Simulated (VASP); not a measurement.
Write the native input for VASP 6.6.1 that does the following.

- Task: relaxation of cell and atoms
- Functional: RPBE
- Potentials or basis: VASP PAW PBE potentials, release 64 (Cu)
- Cutoff: 600 eV
- k mesh: 16 × 16 × 16
- Occupations: fermi-dirac, width 0.15 eV
- Spin: no spin polarisation
- Dipole correction: no
- Further INCAR settings: ALGO = Normal; EDIFF = 1e-07; IBRION = 2; EDIFFG = -0.001; NSW = 80; ISIF = 3

The structure of Cu lies in POSCAR:

```
Cu
1.0
    0.0000000000      1.8362773648      1.8362773648
    1.8362773648      0.0000000000      1.8362773648
    1.8362773648      1.8362773648      0.0000000000
Cu
1
Direct
    0.0000000000      0.0000000000      0.0000000000
```

The input as run:

INCAR

```
PREC = Accurate
ENCUT = 600
EDIFF = 1E-7
ISMEAR = -1
SIGMA = 0.15
LREAL = F
LASPH = T
NELM = 120
ALGO = Normal
ISIF = 3
LWAVE = F
LCHARG = F
GGA = RP
IBRION = 2
NSW = 80
EDIFFG = -0.001
GGA_COMPAT = F
NELMIN = 4
```

KPOINTS

```
Automatic mesh
0
Gamma
  16 16 16
```

Potentials or basis: VASP PAW PBE potentials, release 64 (Cu).

Launch:

```sh
$ cat potpaw_PBE.64/Cu/POTCAR > POTCAR
$ mpirun -np 1 vasp_std > vasp.out
```

It gave:

* Relaxed volume: 12.46 Å³/atom
* Relaxed cell: a = 2.602 Å, b = 2.602 Å, c = 2.602 Å, α = 60.00°, β = 60.00°, γ = 60.00°
* Space group after relaxing (to 0.05 Å): Fm-3m (No. 225)
* Energy gained by relaxing: 0.2 meV/atom
* Ionic steps: 4
* Pressure after relaxing: 0.0 GPa

Caveat: the PAW data sets were made with another functional, which shifts forces and pressure a little.

Wall time 26 s on 1 thread of AMD EPYC 9R45 (Zen 5) (shared host), peak memory 0.13 GiB.
